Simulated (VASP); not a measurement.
# Cl in VASP: single point with PBE

Aim: the single point of Cl with PBE.

Program: VASP 6.6.1. These are calculated values, not measurements. Logs are shortened: lines on timing, memory, paths and dates and some standing lists are left out, and cuts for length are marked.

**1. The cell of the first run**

The cell holds a sublattice, 1 atom: a = 3.839 Å, b = 3.839 Å, c = 3.839 Å, α = 90.00°, β = 90.00°, γ = 90.00°.

**2. Single point, PBE, collinear spin, ferromagnetic start**

The input, INCAR:

```
ALGO = Normal
EDIFF = 1E-6
ENCUT = 520
GGA = PE
ISIF = 2
ISMEAR = 0
ISPIN = 2
LASPH = True
LCHARG = True
LELF = True
LORBIT = 11
LREAL = False
LVHAR = True
LWAVE = False
MAGMOM = 1
NBANDS = 14
NELM = 150
PREC = Accurate
SIGMA = 0.1
```

The input, KPOINTS:

```
k-points
0
Gamma
  8 8 8
```

The input, POSCAR:

```
Cl
1.0
    3.8391960000      0.0000000000      0.0000000000
    0.0000000000      3.8391960000      0.0000000000
    0.0000000000      0.0000000000      3.8391960000
Cl
1
Direct
    0.5000000000      0.5000000000      0.5000000000
```

Potentials or basis: VASP PAW PBE potentials, release 64 (Cl).

On the command line:

```bash
$ cat potpaw_PBE.64/Cl/POTCAR > POTCAR
$ mpirun -np 1 vasp_std > vasp.out
```

OUTCAR:

```text
EDIFF = 1E-6
   ENCUT = 520
   GGA = PE
   ISIF = 2
   ISMEAR = 0
   ISPIN = 2
   LASPH = True
   LORBIT = 11
   LREAL = False
   NELM = 150
   PREC = Accurate

 ion  position               nearest neighbor table
   1  0.500  0.500  0.500-

  LATTYP: Found a simple cubic cell.
 ALAT       =     3.8391960000

  Lattice vectors:

 A1 = (   3.8391960000,   0.0000000000,   0.0000000000)
 A2 = (   0.0000000000,   3.8391960000,   0.0000000000)
 A3 = (   0.0000000000,   0.0000000000,   3.8391960000)

Analysis of symmetry for initial positions (statically):
=====================================================================
 Subroutine PRICEL returns:
 Original cell was already a primitive cell.

 Routine SETGRP: Setting up the symmetry group for a
 simple cubic supercell.

 Subroutine GETGRP returns: Found 48 space group operations
 (whereof 48 operations were pure point group operations)
 out of a pool of 48 trial point group operations.

The static configuration has the point symmetry O_h .

Analysis of symmetry for dynamics (positions and initial velocities):
=====================================================================
 Subroutine PRICEL returns:
 Original cell was already a primitive cell.

 Routine SETGRP: Setting up the symmetry group for a
 simple cubic supercell.

 Subroutine GETGRP returns: Found 48 space group operations
 (whereof 48 operations were pure point group operations)
 out of a pool of 48 trial point group operations.

The dynamic configuration has the point symmetry O_h .

Analysis of structural, dynamic, and magnetic symmetry:
=====================================================================
 Subroutine PRICEL returns:
 Original cell was already a primitive cell.

 Routine SETGRP: Setting up the symmetry group for a
 simple cubic supercell.

 Subroutine GETGRP returns: Found 48 space group operations
 (whereof 48 operations were pure point group operations)
 out of a pool of 48 trial point group operations.

The overall configuration has the point symmetry O_h .

 Subroutine INISYM returns: Found 48 space group operations
 (whereof 48 operations are pure point group operations),
 and found     1 'primitive' translations

----------------------------------------------------------------------------------------

                                     Primitive cell

  volume of cell :      56.5875

  direct lattice vectors                    reciprocal lattice vectors
     3.839196000  0.000000000  0.000000000     0.260471203  0.000000000  0.000000000
     0.000000000  3.839196000  0.000000000     0.000000000  0.260471203  0.000000000
     0.000000000  0.000000000  3.839196000     0.000000000  0.000000000  0.260471203

  length of vectors
     3.839196000  3.839196000  3.839196000     0.260471203  0.260471203  0.260471203

  position of ions in fractional coordinates (direct lattice)
     0.500000000  0.500000000  0.500000000

  ion indices of the primitive-cell ions
   primitive index   ion index
                 1           1

----------------------------------------------------------------------------------------

 KPOINTS: k-points

Automatic generation of k-mesh.
 Grid dimensions read from file:
 generate k-points for:    8    8    8

 Generating k-lattice:

  Cartesian coordinates                     Fractional coordinates (reciprocal lattice)
     0.032558900  0.000000000  0.000000000     0.125000000  0.000000000  0.000000000
     0.000000000  0.032558900  0.000000000     0.000000000  0.125000000  0.000000000
     0.000000000  0.000000000  0.032558900     0.000000000  0.000000000  0.125000000

  Length of vectors
     0.032558900  0.032558900  0.032558900

  Shift w.r.t. Gamma in fractional coordinates (k-lattice)
     0.000000000  0.000000000  0.000000000

 Subroutine IBZKPT returns following result:
 ===========================================

 Found     35 irreducible k-points:

 Following reciprocal coordinates:
            Coordinates               Weight
  0.000000  0.000000  0.000000      1.000000
  0.125000  0.000000  0.000000      6.000000
  0.250000  0.000000  0.000000      6.000000
  0.375000  0.000000  0.000000      6.000000
  0.500000  0.000000  0.000000      3.000000
  0.125000  0.125000  0.000000     12.000000
[... 16 lines left out ...]
  0.375000  0.375000  0.125000     24.000000
  0.500000  0.375000  0.125000     24.000000
 [... further k-points ...]
   k-points           NKPTS =     35   k-points in BZ     NKDIM =     35   number of bands    NBANDS=     14
   number of dos      NEDOS =    301   number of ions     NIONS =      1
   total plane-waves  NPLWV =  27000
   dimension x,y,z NGX =    30 NGY =   30 NGZ =   30
   dimension x,y,z NGXF=    60 NGYF=   60 NGZF=   60
   ions per type =               1
   NGX,Y,Z   is equivalent  to a cutoff of  12.99, 12.99, 12.99 a.u.
   NGXF,Y,Z  is equivalent  to a cutoff of  25.98, 25.98, 25.98 a.u.
 SYSTEM =  unknown system
   PREC   = accura    normal or accurate (medium, high low for compatibility)
   ISTART =      0    job   : 0-new  1-cont  2-samecut
   ICHARG =      2    charge: 1-file 2-atom 10-const
   ISPIN  =      2    spin polarized calculation?
   LNONCOLLINEAR =      F non collinear calculations
   LSORBIT =      F    spin-orbit coupling
   LASPH  =      T    aspherical Exc in radial PAW
   ENCUT  =  520.0 eV  38.22 Ry    6.18 a.u.   7.14  7.14  7.14*2*pi/ulx,y,z
   NELM   =    150;   NELMIN=  2; NELMDL= -5     # of ELM steps
   EDIFF  = 0.1E-05   stopping-criterion for ELM
   LREAL  =      F    real-space projection
   EDIFFG = 0.1E-04   stopping-criterion for IOM
   NSW    =      0    number of steps for IOM
   IBRION =     -1    ionic relax: 0-MD 1-quasi-New 2-CG
   NFREE  =      0    steps in history (QN), initial steepest desc. (CG)
   ISIF   =      2    stress and relaxation
   ISYM   =      2    0-nonsym 1-usesym 2-fastsym
   POTIM  = 0.5000    time-step for ionic-motion
   TEBEG  =    0.0;   TEEND  =   0.0 temperature during run
   PSTRESS=    0.0 pullay stress
   NELECT =       7.0000    total number of electrons
   NUPDOWN=      -1.0000    fix difference up-down
   EMIN   =  10.00;   EMAX   =-10.00  energy-range for DOS
   EFERMI =   0.00;   METHOD = LEGACY
   ISMEAR =     0;   SIGMA  =   0.10  broadening in eV -4-tet -1-fermi 0-gaus
   EFERMI_NEDOS =   21; number of points for ismear=-14 and -15
   IALGO  =     38    algorithm
   IMIX   =      4    mixing-type and parameters
     AMIX     =   0.40;   BMIX     =  1.00
     AMIX_MAG =   1.60;   BMIX_MAG =  1.00
  volume/ion in A,a.u.               =      56.59       381.87
  Fermi-wavevector in a.u.,A,eV,Ry     =   0.815706  1.541462  9.053004  0.665377
  Thomas-Fermi vector in A             =   1.925843
   LORBIT       =     11    0 simple, 1 ext, 2 COOP (PROOUT), +10 PAW based schemes
   GGA     = PE    functional components
   LHFCALC =     F    Hartree Fock is set to
   AEXX    =    0.0000 exact exchange contribution
   IVDW    =     0    specifies the selected vdW correction
   LEPSILON=     F    determine dielectric tensor
   LRPA    =     F    only Hartree local field effects (RPA)
 spin polarized calculation
 Gauss-broadening in eV      SIGMA  =   0.10
  energy-cutoff  :      520.00
  volume of cell :       56.59
 maximum number of plane-waves:      1568
 NGX is ok and might be reduce to    30
   NGX = 15   NGY = 15   NGZ = 15

 number of electron       7.0000004 magnetization       1.0000000

 Free energy of the ion-electron system (eV)
  ---------------------------------------------------
  ext. energy  EPLUGINS =         0.00000000
  ---------------------------------------------------
  free energy    TOTEN  =        -0.64466298 eV

  energy without entropy =       -0.63402072  energy(sigma->0) =       -0.63934185

 E-fermi :  -4.6275     XC(G=0):  -5.4296

 val. band max:       -4.6612488564   @ k =   0.1250   0.0000   0.0000
 cond. band min:      -4.6196230375   @ k =   0.1250   0.1250   0.0000
 fundamental gap:      0.0416258189
 Fermi energy:        -4.6274717354

 spin component 1

 k-point     1 :       0.0000    0.0000    0.0000
  band No.  band energies     occupation
      1     -18.1070      1.00000
      2      -5.4452      1.00000
      3      -5.4452      1.00000
      4      -5.4452      1.00000
      5       1.8713      0.00000
      6       6.3481      0.00000
      7       6.3481      0.00000
      8      11.5401      0.00000
      9      11.5401      0.00000
     10      11.5401      0.00000
     11      12.2283      0.00000
     12      12.2283      0.00000
     13      12.2283      0.00000
     14      15.1447      0.00000

 k-point     2 :       0.1250    0.0000    0.0000
  band No.  band energies     occupation
      1     -18.0927      1.00000
      2      -5.6024      1.00000
      3      -5.4319      1.00000
      4      -5.4319      1.00000
      5       2.1197      0.00000
      6       6.4465      0.00000
      7       6.4710      0.00000
      8      10.6365      0.00000
      9      10.6365      0.00000
     10      11.5397      0.00000
     11      11.5846      0.00000
     12      13.1427      0.00000
     13      13.1427      0.00000
     14      15.5096      0.00000
[... 343 lines left out ...]
      1     -17.9287      1.00000
      2      -6.1109      1.00000
      3      -6.0818      1.00000
      4      -5.4218      1.00000
      5       4.3874      0.00000
      6       6.2595      0.00000
      7       7.3057      0.00000
      8       8.0712      0.00000
      9       9.5230      0.00000
     10       9.8187      0.00000
     11      12.6666      0.00000
     12      12.9859      0.00000
     13      14.0405      0.00000
     14      16.0163      0.00000

 k-point    24 :       0.5000    0.3750    0.1250
  band No.  band energies     occupation
      1     -17.9147      1.00000
      2      -6.2100      1.00000
      3      -6.0699      1.00000
      4      -5.4072      1.00000
      5       4.3713      0.00000
      6       6.4327      0.00000
      7       7.2446      0.00000
      8       7.8900      0.00000
      9       9.7968      0.00000
     10       9.9108      0.00000
     11      12.4397      0.00000
     12      13.1074      0.00000
     13      14.1773      0.00000
     14      15.6386      0.00000

 [... further k-points ...]

 spin component 2

 k-point     1 :       0.0000    0.0000    0.0000
  band No.  band energies     occupation
      1     -17.1003      1.00000
      2      -4.4825      0.02018
      3      -4.4825      0.02018
      4      -4.4825      0.02018
      5       2.1405      0.00000
      6       6.7388      0.00000
      7       6.7388      0.00000
      8      12.2701      0.00000
      9      12.2701      0.00000
     10      12.2701      0.00000
     11      12.5313      0.00000
     12      12.5313      0.00000
     13      12.5313      0.00000
     14      15.3971      0.00000

 k-point     2 :       0.1250    0.0000    0.0000
  band No.  band energies     occupation
      1     -17.0846      1.00000
      2      -4.6612      0.68356
      3      -4.4676      0.01189
      4      -4.4676      0.01189
      5       2.4003      0.00000
      6       6.8411      0.00000
      7       6.8655      0.00000
      8      11.1947      0.00000
      9      11.1947      0.00000
     10      11.8522      0.00000
     11      12.3190      0.00000
     12      13.5872      0.00000
     13      13.5872      0.00000
     14      15.8141      0.00000
[... 343 lines left out ...]
      1     -16.9054      1.00000
      2      -5.2221      1.00000
      3      -5.1868      1.00000
      4      -4.4569      0.00792
      5       4.7108      0.00000
      6       6.6118      0.00000
      7       7.6870      0.00000
      8       8.5070      0.00000
      9      10.0098      0.00000
     10      10.3587      0.00000
     11      13.0592      0.00000
     12      13.6345      0.00000
     13      14.4394      0.00000
     14      16.5891      0.00000

 k-point    24 :       0.5000    0.3750    0.1250
  band No.  band energies     occupation
      1     -16.8901      1.00000
      2      -5.3286      1.00000
      3      -5.1739      1.00000
      4      -4.4404      0.00409
      5       4.6874      0.00000
      6       6.7892      0.00000
      7       7.6267      0.00000
      8       8.3097      0.00000
      9      10.3274      0.00000
     10      10.4092      0.00000
     11      12.7810      0.00000
     12      13.8144      0.00000
     13      14.7323      0.00000
     14      15.9870      0.00000

 [... further k-points ...]

------------------------ aborting loop because EDIFF is reached ----------------------------------------

  FORCE on cell =-STRESS in cart. coord.  units (eV):
  Direction    XX          YY          ZZ          XY          YZ          ZX
  --------------------------------------------------------------------------------------
  -------------------------------------------------------------------------------------
  Total       -0.6612267     -0.6612267     -0.6612267      0.0000000     -0.0000000     -0.0000000
  in kB      -18.7214763    -18.7214763    -18.7214763      0.0000000     -0.0000000     -0.0000000
  external PRESSURE =     -18.7214763 kB  Pullay stress =       0.0000000 kB

 VOLUME and BASIS-vectors are now :
 -----------------------------------------------------------------------------
  energy-cutoff  :      520.00
  volume of cell :       56.59
      direct lattice vectors                 reciprocal lattice vectors
     3.839196000  0.000000000  0.000000000     0.260471203  0.000000000  0.000000000
     0.000000000  3.839196000  0.000000000     0.000000000  0.260471203  0.000000000
     0.000000000  0.000000000  3.839196000     0.000000000  0.000000000  0.260471203

 POSITION                                       TOTAL-FORCE (eV/Angst)
 -----------------------------------------------------------------------------------
      1.91960      1.91960      1.91960         0.000000      0.000000      0.000000
 -----------------------------------------------------------------------------------
    total drift:                                0.000000      0.000000      0.000000

  FREE ENERGIE OF THE ION-ELECTRON SYSTEM (eV)
  ---------------------------------------------------
  free  energy   TOTEN  =        -0.6446629812 eV

  energy  without entropy=       -0.6340207154  energy(sigma->0) =       -0.63934185

 total charge

# of ion       s       p       d       tot
------------------------------------------
    1        1.626   3.257   0.000   4.883

 magnetization (x)

# of ion       s       p       d       tot
------------------------------------------
    1        0.015   0.742   0.000   0.757
```

It took 16 s on 1 thread of Intel Xeon 6975P-C (Granite Rapids), shared host; peak memory 0.19 GiB.

What came out:

| Property | Result |
| --- | --- |
| Free energy | -0.6447 eV |
| Pressure | -1.9 GPa |
| Band gap on the k mesh | zero (filled and empty bands overlap) |
| Net moment | 1.00 μB per cell |
| Site moments | Cl +0.76 μB |
| Valence electrons inside the program's atomic spheres | Cl 4.88 |

Levels at points of the mesh, in eV from the Fermi level:
Spin up:
```csv
k point,band 1,band 2,band 3,band 4,band 5,band 6,band 7,band 8,band 9
"(0.00, 0.00, 0.00)",-13.48,-0.82,-0.82,-0.82,6.50,10.98,10.98,16.17,16.17
"(0.50, 0.00, 0.00)",-13.38,-1.77,-0.72,-0.72,9.03,9.68,11.82,13.43,13.43
"(0.50, 0.50, 0.00)",-13.29,-1.58,-1.58,-0.64,8.73,11.34,12.47,12.47,14.16
"(0.50, 0.50, 0.50)",-13.20,-1.42,-1.42,-1.42,10.14,10.14,10.14,12.83,15.96
```
Spin down:
```tsv
k point	band 1	band 2	band 3	band 4	band 5	band 6	band 7	band 8
(0.00, 0.00, 0.00)	-12.47	0.14	0.14	0.14	6.77	11.37	11.37	16.90
(0.50, 0.00, 0.00)	-12.36	-0.91	0.25	0.25	9.32	10.04	12.26	13.93
(0.50, 0.50, 0.00)	-12.26	-0.69	-0.69	0.34	9.03	11.72	12.82	12.82
(0.50, 0.50, 0.50)	-12.17	-0.52	-0.52	-0.52	10.50	10.50	10.50	13.04
```
